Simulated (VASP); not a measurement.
# BAs2 (P4/mmm) in VASP: notebook

Runs on BAs2. Level: PBE. Tasks: relaxation of cell and atoms, single point.

Everything below comes from runs of VASP 6.6.1. Logs are shortened: lines on timing, memory, paths and dates and some standing lists are left out, and cuts for length are marked.

### 1 The cell of the first run

The structure is tetragonal, space group P4/mmm (No. 123). Conventional cell: a = 2.932 Å, b = 2.932 Å, c = 6.049 Å, α = 90.00°, β = 90.00°, γ = 90.00°. Within 3.6 Å of B (site symmetry 4/mmm) lie 8 As at 2.74 Å and 4 B at 2.93 Å. Within 3.3 Å of As (site symmetry 4mm) lie 5 As at 2.48 to 2.93 Å and 4 B at 2.74 Å.

### 2 Relaxation of cell and atoms, PBE

Input file INCAR:

```
PREC = Accurate
ENCUT = 600
EDIFF = 1E-7
ISMEAR = 0
SIGMA = 0.1
LREAL = F
LASPH = T
NELM = 60
ALGO = Normal
ISIF = 3
LWAVE = F
LCHARG = F
GGA = PE
IBRION = 2
NSW = 90
EDIFFG = -0.04
```

Input file KPOINTS:

```
regular mesh
0
Gamma
  6 6 4
```

Input file POSCAR:

```
BAs2
1.0
    2.9318614500      0.0000000000      0.0000000000
    0.0000000000      2.9318614500      0.0000000000
    0.0000000000      0.0000000000      6.0491661300
B As
1 2
Direct
    0.0000000000      0.0000000000      0.0000000000
    0.5000000000      0.5000000000      0.2949999900
    0.5000000000      0.5000000000      0.7050000100
```

Potentials or basis: VASP PAW PBE potentials, release 64 (B, As).

The run is started by

```bash
$ cat potpaw_PBE.64/B/POTCAR potpaw_PBE.64/As/POTCAR > POTCAR
$ mpirun -np 1 vasp_std > vasp.out
```

OUTCAR:

```text
PREC = Accurate
   ENCUT = 600
   EDIFF = 1E-7
   ISMEAR = 0
   LREAL = F
   LASPH = T
   NELM = 60
   ISIF = 3
   GGA = PE
   IBRION = 2
   NSW = 90
   EDIFFG = -0.04

 ion  position               nearest neighbor table
   1  0.000  0.000  0.000-
   2  0.500  0.500  0.295-   3 2.48
   3  0.500  0.500  0.705-   2 2.48

  LATTYP: Found a simple tetragonal cell.
 ALAT       =     2.9318614500
 C/A-ratio  =     2.0632510210

  Lattice vectors:

 A1 = (   2.9318614500,   0.0000000000,   0.0000000000)
 A2 = (   0.0000000000,   2.9318614500,   0.0000000000)
 A3 = (   0.0000000000,   0.0000000000,   6.0491661300)

Analysis of symmetry for initial positions (statically):
=====================================================================
 Subroutine PRICEL returns:
 Original cell was already a primitive cell.

 Routine SETGRP: Setting up the symmetry group for a
 simple tetragonal supercell.

 Subroutine GETGRP returns: Found 16 space group operations
 (whereof 16 operations were pure point group operations)
 out of a pool of 16 trial point group operations.

The static configuration has the point symmetry D_4h.

Analysis of symmetry for dynamics (positions and initial velocities):
=====================================================================
 Subroutine PRICEL returns:
 Original cell was already a primitive cell.

 Routine SETGRP: Setting up the symmetry group for a
 simple tetragonal supercell.

 Subroutine GETGRP returns: Found 16 space group operations
 (whereof 16 operations were pure point group operations)
 out of a pool of 16 trial point group operations.

The dynamic configuration has the point symmetry D_4h.

 Subroutine INISYM returns: Found 16 space group operations
 (whereof 16 operations are pure point group operations),
 and found     1 'primitive' translations

----------------------------------------------------------------------------------------

                                     Primitive cell

  volume of cell :      51.9975

  direct lattice vectors                    reciprocal lattice vectors
     2.931861450  0.000000000  0.000000000     0.341080238  0.000000000  0.000000000
     0.000000000  2.931861450  0.000000000     0.000000000  0.341080238  0.000000000
     0.000000000  0.000000000  6.049166130     0.000000000  0.000000000  0.165312041

  length of vectors
     2.931861450  2.931861450  6.049166130     0.341080238  0.341080238  0.165312041

  position of ions in fractional coordinates (direct lattice)
     0.000000000  0.000000000  0.000000000
     0.500000000  0.500000000  0.294999990
     0.500000000  0.500000000  0.705000010

  ion indices of the primitive-cell ions
   primitive index   ion index
                 1           1
                 2           2
                 3           3

----------------------------------------------------------------------------------------

 KPOINTS: regular mesh

Automatic generation of k-mesh.
 Grid dimensions read from file:
 generate k-points for:    6    6    4

 Generating k-lattice:

  Cartesian coordinates                     Fractional coordinates (reciprocal lattice)
     0.056846706  0.000000000  0.000000000     0.166666667  0.000000000  0.000000000
     0.000000000  0.056846706  0.000000000     0.000000000  0.166666667  0.000000000
     0.000000000  0.000000000  0.041328010     0.000000000  0.000000000  0.250000000

  Length of vectors
     0.056846706  0.056846706  0.041328010

  Shift w.r.t. Gamma in fractional coordinates (k-lattice)
     0.000000000  0.000000000  0.000000000

 Subroutine IBZKPT returns following result:
 ===========================================

 Found     30 irreducible k-points:

 Following reciprocal coordinates:
            Coordinates               Weight
  0.000000  0.000000  0.000000      1.000000
  0.166667  0.000000  0.000000      4.000000
  0.333333  0.000000  0.000000      4.000000
  0.500000  0.000000  0.000000      2.000000
  0.166667  0.166667  0.000000      4.000000
  0.333333  0.166667  0.000000      8.000000
[... 16 lines left out ...]
  0.333333  0.000000  0.500000      4.000000
  0.500000  0.000000  0.500000      2.000000
 [... further k-points ...]
   k-points           NKPTS =     30   k-points in BZ     NKDIM =     30   number of bands    NBANDS=     10
   number of dos      NEDOS =    301   number of ions     NIONS =      3
   total plane-waves  NPLWV =  27648
   dimension x,y,z NGX =    24 NGY =   24 NGZ =   48
   dimension x,y,z NGXF=    48 NGYF=   48 NGZF=   96
   ions per type =               1   2
   NGX,Y,Z   is equivalent  to a cutoff of  13.61, 13.61, 13.19 a.u.
   NGXF,Y,Z  is equivalent  to a cutoff of  27.22, 27.22, 26.38 a.u.
 SYSTEM =  unknown system
   PREC   = accura    normal or accurate (medium, high low for compatibility)
   ISTART =      0    job   : 0-new  1-cont  2-samecut
   ICHARG =      2    charge: 1-file 2-atom 10-const
   ISPIN  =      1    spin polarized calculation?
   LNONCOLLINEAR =      F non collinear calculations
   LSORBIT =      F    spin-orbit coupling
   LASPH  =      T    aspherical Exc in radial PAW
   ENCUT  =  600.0 eV  44.10 Ry    6.64 a.u.   5.86  5.86 12.08*2*pi/ulx,y,z
   NELM   =     60;   NELMIN=  2; NELMDL= -5     # of ELM steps
   EDIFF  = 0.1E-06   stopping-criterion for ELM
   LREAL  =      F    real-space projection
   EDIFFG = -.4E-01   stopping-criterion for IOM
   NSW    =     90    number of steps for IOM
   IBRION =      2    ionic relax: 0-MD 1-quasi-New 2-CG
   NFREE  =      1    steps in history (QN), initial steepest desc. (CG)
   ISIF   =      3    stress and relaxation
   ISYM   =      2    0-nonsym 1-usesym 2-fastsym
   POTIM  = 0.5000    time-step for ionic-motion
   TEBEG  =    0.0;   TEEND  =   0.0 temperature during run
   PSTRESS=    0.0 pullay stress
   NELECT =      13.0000    total number of electrons
   NUPDOWN=      -1.0000    fix difference up-down
   EMIN   =  10.00;   EMAX   =-10.00  energy-range for DOS
   EFERMI =   0.00;   METHOD = LEGACY
   ISMEAR =     0;   SIGMA  =   0.10  broadening in eV -4-tet -1-fermi 0-gaus
   EFERMI_NEDOS =   21; number of points for ismear=-14 and -15
   IALGO  =     38    algorithm
   IMIX   =      4    mixing-type and parameters
     AMIX     =   0.40;   BMIX     =  1.00
     AMIX_MAG =   1.60;   BMIX_MAG =  1.00
  volume/ion in A,a.u.               =      17.33       116.97
  Fermi-wavevector in a.u.,A,eV,Ry     =   1.031324  1.948920 14.471555  1.063629
  Thomas-Fermi vector in A             =   2.165467
   LORBIT       =      0    0 simple, 1 ext, 2 COOP (PROOUT), +10 PAW based schemes
   GGA     = PE    functional components
   LHFCALC =     F    Hartree Fock is set to
   AEXX    =    0.0000 exact exchange contribution
   IVDW    =     0    specifies the selected vdW correction
   LEPSILON=     F    determine dielectric tensor
   LRPA    =     F    only Hartree local field effects (RPA)
 conjugate gradient relaxation of ions
 non-spin polarized calculation
 Gauss-broadening in eV      SIGMA  =   0.10
  energy-cutoff  :      600.00
  volume of cell :       52.00
 maximum number of plane-waves:      1768
 NGX is ok and might be reduce to    24
   NGX = 11   NGY = 11   NGZ = 25

--------------------------------------- Ionic step        1  -------------------------------------------

 number of electron      12.9999999 magnetization

 Free energy of the ion-electron system (eV)
  ---------------------------------------------------
  ext. energy  EPLUGINS =         0.00000000
  ---------------------------------------------------
  free energy    TOTEN  =       -12.14983918 eV

  energy without entropy =      -12.14590756  energy(sigma->0) =      -12.14787337

------------------------ aborting loop because EDIFF is reached ----------------------------------------

  FORCE on cell =-STRESS in cart. coord.  units (eV):
  Direction    XX          YY          ZZ          XY          YZ          ZX
  --------------------------------------------------------------------------------------
  -------------------------------------------------------------------------------------
  Total       -1.0265573     -1.0265573     -0.1248287      0.0000000      0.0000000     -0.0000000
  in kB      -31.6308881    -31.6308881     -3.8462950      0.0000000      0.0000000     -0.0000000
  external PRESSURE =     -22.3693571 kB  Pullay stress =       0.0000000 kB
[... 92 lines left out ...]
  FREE ENERGIE OF THE ION-ELECTRON SYSTEM (eV)
  ---------------------------------------------------
  free  energy   TOTEN  =       -12.5663913726 eV

  energy  without entropy=      -12.5547202865  energy(sigma->0) =      -12.56055583

 E-fermi :   5.4033     XC(G=0): -10.0721

 val. band max:        5.3990504331   @ k =   0.5000   0.1667   0.0000
 cond. band min:       5.4463142500   @ k =   0.5000   0.1667   0.5000
 fundamental gap:      0.0472638169
 Fermi energy:         5.4033073121

 k-point     1 :       0.0000    0.0000    0.0000
  band No.  band energies     occupation
      1     -10.0258      2.00000
      2      -7.3701      2.00000
      3      -2.1071      2.00000
      4       4.7708      2.00000
      5       5.1248      1.99992
      6       5.1248      1.99992
      7       7.2106      0.00000
      8       8.8500      0.00000
      9       8.8500      0.00000
     10      10.9517      0.00000
[... 287 lines left out ...]
 k-point    24 :       0.5000    0.0000    0.5000
  band No.  band energies     occupation
      1      -7.0272      2.00000
      2      -5.1199      2.00000
      3      -3.8748      2.00000
      4      -1.0247      2.00000
      5       2.0175      2.00000
      6       5.0969      1.99999
      7       5.9051      0.00000
      8       8.1286      0.00000
      9       8.4801      0.00000
     10       9.2289      0.00000

 [... further k-points ...]

[... ionic steps 4 to 17 ...]

--------------------------------------- Ionic step       18  -------------------------------------------

 number of electron      13.0000001 magnetization

------------------------ aborting loop because EDIFF is reached ----------------------------------------

  FORCE on cell =-STRESS in cart. coord.  units (eV):
  Direction    XX          YY          ZZ          XY          YZ          ZX
  --------------------------------------------------------------------------------------
  -------------------------------------------------------------------------------------
  Total       -0.0839256     -0.0839256     -0.6586563      0.0000000     -0.0000000      0.0000000
  in kB       -2.2213186     -2.2213186    -17.4331342      0.0000000     -0.0000000      0.0000000
  external PRESSURE =      -7.2919238 kB  Pullay stress =       0.0000000 kB
[... 59 lines left out ...]
  energy  without entropy=      -13.3746582397  energy(sigma->0) =      -13.37758901

--------------------------------------- Ionic step       20  -------------------------------------------

 number of electron      13.0000001 magnetization

 Free energy of the ion-electron system (eV)
  ---------------------------------------------------
  ext. energy  EPLUGINS =         0.00000000
  ---------------------------------------------------
  free energy    TOTEN  =       -13.38299711 eV

  energy without entropy =      -13.37734768  energy(sigma->0) =      -13.38017240

 E-fermi :   4.2665     XC(G=0):  -9.0931

 val. band max:        3.9474450450   @ k =   0.5000   0.5000   0.0000
 cond. band min:       4.2953781414   @ k =   0.3333   0.0000   0.0000
 fundamental gap:      0.3479330964
 Fermi energy:         4.2664725379

 k-point     1 :       0.0000    0.0000    0.0000
  band No.  band energies     occupation
      1     -11.4804      2.00000
      2      -7.5132      2.00000
      3      -1.7978      2.00000
      4       2.6450      2.00000
      5       2.6450      2.00000
      6       4.3835      0.09802
      7       4.7307      0.00000
      8       7.3757      0.00000
      9       7.3757      0.00000
     10       9.2481      0.00000
[... 287 lines left out ...]
 k-point    24 :       0.5000    0.0000    0.5000
  band No.  band energies     occupation
      1      -9.1971      2.00000
      2      -5.4003      2.00000
      3      -5.2635      2.00000
      4      -1.2132      2.00000
      5       0.8472      2.00000
      6       5.9504      0.00000
      7       5.9817      0.00000
      8       6.1913      0.00000
      9       6.3485      0.00000
     10       8.2722      0.00000

 [... further k-points ...]
[... 5 lines left out ...]
  --------------------------------------------------------------------------------------
  -------------------------------------------------------------------------------------
  Total       -0.0443265     -0.0443265     -0.1199950      0.0000000      0.0000000      0.0000000
  in kB       -1.1784961     -1.1784961     -3.1902755      0.0000000      0.0000000      0.0000000
  external PRESSURE =      -1.8490893 kB  Pullay stress =       0.0000000 kB
[... 18 lines left out ...]
  FREE ENERGIE OF THE ION-ELECTRON SYSTEM (eV)
  ---------------------------------------------------
  free  energy   TOTEN  =       -13.3829971118 eV

  energy  without entropy=      -13.3773476806  energy(sigma->0) =      -13.38017240

 reached required accuracy - stopping structural energy minimisation
```

Wall time 1.8 min (1 thread of Intel Xeon 6975P-C (Granite Rapids), shared host); peak memory 0.18 GiB.

What came out:

```yaml
Free_energy: -13.3830 eV
Relaxed_volume: 20.09 Å³/atom
Relaxed_cell: a = 3.040 Å, b = 3.040 Å, c = 6.520 Å, α = 90.00°, β = 90.00°, γ = 90.00°
Space_group_after_relaxing_to_0.05_Å: P4/mmm (No. 123)
Energy_gained_by_relaxing: 411.1 meV/atom
Ionic_steps: 20
Pressure_after_relaxing: -0.2 GPa
Largest_force_after_relaxing: 0.034 eV/Å
```

Forces in eV/Å, atoms in the order of the input:
```
B    0.000  0.000  0.000
As   0.000  0.000 -0.034
As   0.000  0.000  0.034
```

Step by step:
| step | energy change (eV) | largest force (eV/Å) | pressure (GPa) | volume (Å³) |
| --- | --- | --- | --- | --- |
| 1 | 0.0000 | 1.6617 | -2.24 | 52.00 |
| 2 | -0.2279 | 0.9709 | -1.80 | 50.19 |
| 3 | -0.4166 | 0.9709 | 1.05 | 47.85 |
| 4 | -0.2076 | 0.9737 | 20.17 | 43.35 |
| 5 | -0.4928 | 0.7502 | 3.64 | 46.63 |
| 6 | -0.4960 | 0.1203 | 8.69 | 45.32 |
| 7 | -0.5095 | 0.4940 | 5.94 | 45.97 |
| 8 | -0.6643 | 0.3576 | 0.30 | 50.48 |
| 9 | -0.7102 | 0.7397 | -1.75 | 52.86 |
| 10 | -0.8880 | 1.7608 | -5.38 | 57.84 |
| 11 | -1.0885 | 0.6191 | -5.39 | 68.73 |
| 12 | -1.0899 | 1.2913 | -5.98 | 64.62 |
| 13 | -1.1495 | 0.6206 | -4.50 | 65.73 |
| 14 | -1.1536 | 0.3784 | -3.99 | 66.03 |
| 15 | -1.1769 | 0.3400 | -3.45 | 64.98 |
| 16 | -1.2236 | 0.2501 | -1.75 | 61.87 |
| 17 | -1.1549 | 0.0707 | 4.70 | 55.94 |
| 18 | -1.2306 | 0.2535 | -0.73 | 60.53 |
| 19 | -1.2307 | 0.2539 | -0.59 | 60.38 |
| 20 | -1.2332 | 0.0341 | -0.18 | 60.26 |

Final structure:
```
B As
1.0
     3.04016    0.00000    0.00000
     0.00000    3.04016    0.00000
     0.00000    0.00000    6.52009
B As
1 2
Direct
  0.00000 0.00000 0.00000
  0.50000 0.50000 0.18365
  0.50000 0.50000 0.81635
```

Levels at points of the mesh, in eV from the Fermi level:
| k point | band 3 | band 4 | band 5 | band 6 | band 7 | band 8 | band 9 | band 10 |
| --- | --- | --- | --- | --- | --- | --- | --- | --- |
| (0.00, 0.00, 0.00) | -6.06 | -1.62 | -1.62 | 0.12 | 0.46 | 3.11 | 3.11 | 4.98 |
| (0.50, 0.00, 0.00) | -9.51 | -5.36 | -4.10 | 0.82 | 1.90 | 2.08 | 3.61 | 3.76 |
| (0.50, 0.50, 0.00) | -6.85 | -6.85 | -5.09 | -2.44 | -2.44 | -2.14 | -0.32 | 3.24 |
| (0.00, 0.00, 0.50) | -5.26 | -1.61 | -1.61 | -1.34 | 0.22 | 3.01 | 3.01 | 4.28 |
| (0.50, 0.00, 0.50) | -9.53 | -5.48 | -3.42 | 1.68 | 1.72 | 1.92 | 2.08 | 4.01 |
| (0.50, 0.50, 0.50) | -6.83 | -6.83 | -5.09 | -2.59 | -2.59 | -1.54 | -0.38 | 3.77 |

Caveat: the volume moved by over 15 % at a fixed basis, so the end points are rough; this functional lacks dispersion, which binds the layers, so the pressure and a relaxed spacing across them are unreliable.

### 3 Single point, PBE

This run uses another cell than the first one, of 19.55 Å³/atom, 1.128 times its volume.

Input file INCAR:

```
SYSTEM = BAs2
PREC     = Accurate       ! precision mode
ENCUT    = 520            ! plane-wave cutoff, eV
EDIFF    = 1E-6           ! SCF threshold, eV
ISMEAR   = 0              ! smearing method
SIGMA    = 0.1            ! smearing width, eV
LREAL    = .False.        ! projectors in reciprocal space
LASPH    = .True.         ! aspherical terms in the spheres
NELM     = 100            ! most SCF steps
ALGO     = Normal         ! electronic algorithm
ISIF     = 2              ! what is computed and relaxed
LWAVE    = .False.        ! write WAVECAR
LCHARG   = .True.         ! write CHGCAR
GGA      = PE             ! functional
LELF     = .True.         ! ELF
LVHAR    = .True.       
NBANDS   = 14             ! bands
```

Input file KPOINTS:

```
Automatic mesh
0
Gamma
  16 16 8
  0 0 0
```

Input file POSCAR:

```
BAs2
1.0
    3.0467660515      0.0000000000      0.0000000000
    0.0000000000      3.0467660515      0.0000000000
    0.0000000000      0.0000000000      6.3179405456
B As
1 2
Direct
    0.0000000000      0.0000000000      0.0000000000
    0.5000000000      0.5000000000      0.1883396269
    0.5000000000      0.5000000000      0.8116603731
```

Potentials or basis: VASP PAW PBE potentials, release 64 (B, As).

The run is started by

```bash
$ cat potpaw_PBE.64/B/POTCAR potpaw_PBE.64/As/POTCAR > POTCAR
$ mpirun -np 1 vasp_std > vasp.out
```

Wall time 46 s (1 thread of Intel Xeon 6975P-C (Granite Rapids), shared host); peak memory 0.3 GiB.

Results (log left out):

- Free energy: -13.3521 eV
- Pressure: 0.3 GPa
- Largest force: 0.095 eV/Å

Forces in eV/Å, atoms in the order of the input:
```
B    0.000  0.000  0.000
As   0.000  0.000  0.095
As   0.000  0.000 -0.095
```

Stress tensor (GPa, compression positive):
```
0.12 0.00 0.00
0.00 0.12 0.00
0.00 0.00 0.60
```

Levels at points of the mesh, in eV from the Fermi level:
```tsv
k point	band 4	band 5	band 6	band 7	band 8	band 9
(0.00, 0.00, 0.00)	-1.71	-1.71	-0.02	0.69	3.12	3.12
(0.50, 0.00, 0.00)	-5.32	-4.19	0.75	1.81	1.96	3.64
(0.50, 0.50, 0.00)	-6.90	-5.19	-2.38	-2.38	-2.26	-0.37
(0.00, 0.00, 0.50)	-1.70	-1.70	-1.37	0.09	2.98	2.98
(0.50, 0.00, 0.50)	-5.49	-3.29	1.64	1.84	1.85	1.96
(0.50, 0.50, 0.50)	-6.87	-5.18	-2.59	-2.59	-1.44	-0.45
```

Caveat: this functional lacks dispersion, which binds the layers, so the pressure and a relaxed spacing across them are unreliable.

(Part 1 of 2 ends here.)
